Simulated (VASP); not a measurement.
Input of a VASP 6.6.1 run:

The input INCAR:

```
SYSTEM = ZnS
ALGO = Normal ; EDIFF = 1E-6
ENCUT = 400 ; GGA = PS
GGA_COMPAT = .FALSE. ; ISIF = 2
ISMEAR = -1 ; ISYM = -1
LASPH = .TRUE. ; LCHARG = .FALSE.
LREAL = Auto ; LWAVE = .FALSE.
NBANDS = 96 ; NELM = 120
PREC = Accurate ; SIGMA = 0.02
```

File KPOINTS:

```
explicit points
2
Reciprocal
  0.25000000   0.25000000   0.00000000 2
  0.25000000   0.75000000   0.00000000 2
```

POSCAR

```
ZnS
1.0
    0.0000000000     -6.5924320200      0.0000000000
    5.7092136021     -3.2962160100      0.0000000000
    0.0000000000     -2.1974773400      9.3519478348
Zn S
9 9
Direct
    0.6721662413      0.6669932613      0.9984698552
    0.3341877521      0.3201870043      1.0023500094
    0.0125787397      0.0007659549      0.9982340754
    0.4645649383      0.6842010603      0.6661359869
    0.1077323770      0.3516873146      0.6750337054
    0.7870477504      1.0063012878      0.6585987335
    0.2005917034      0.6622796524      0.3337313312
    0.8561614177      0.3342896471      0.3409096219
    0.5460218343      0.9935329794      0.3319746918
    0.5613484253      0.6561392271      0.2546993463
    0.2309711878      0.3238997748      0.2527227527
    0.9088876854     -0.0112695030      0.2429838190
    0.1542734964      0.6641814905      0.5866498720
    0.8177155400      0.3380455058      0.5875300095
    0.4893205950      0.0140945856      0.5704702479
    0.3755819293      0.6537445015      0.9162872967
    0.0394666009      0.3237589498      0.9170391186
    0.7105117006      0.9961340381      0.9122137068
```

Potentials or basis: VASP PAW PBE potentials, release 64 (Zn, S).

Command:

```console
$ cat potpaw_PBE.64/Zn/POTCAR potpaw_PBE.64/S/POTCAR > POTCAR
$ mpirun -np 1 vasp_std > vasp.out
```

**Question.** What does it give for the band gap on the k mesh?

**Answer.** 3.22 eV.

**Question.** What does it give for the pressure?

**Answer.** -1.4 GPa.

Stress tensor (GPa, compression positive):
```
-2.00 -0.08 -0.54
-0.08 -0.46 -0.55
-0.54 -0.55 -1.80
```

Caveat: the atoms stand as in a frame of molecular dynamics; the PAW data sets were made with another functional, which shifts forces and pressure a little; a shifted mesh leaves out Γ, where band edges can lie. A k mesh can miss the band edges.
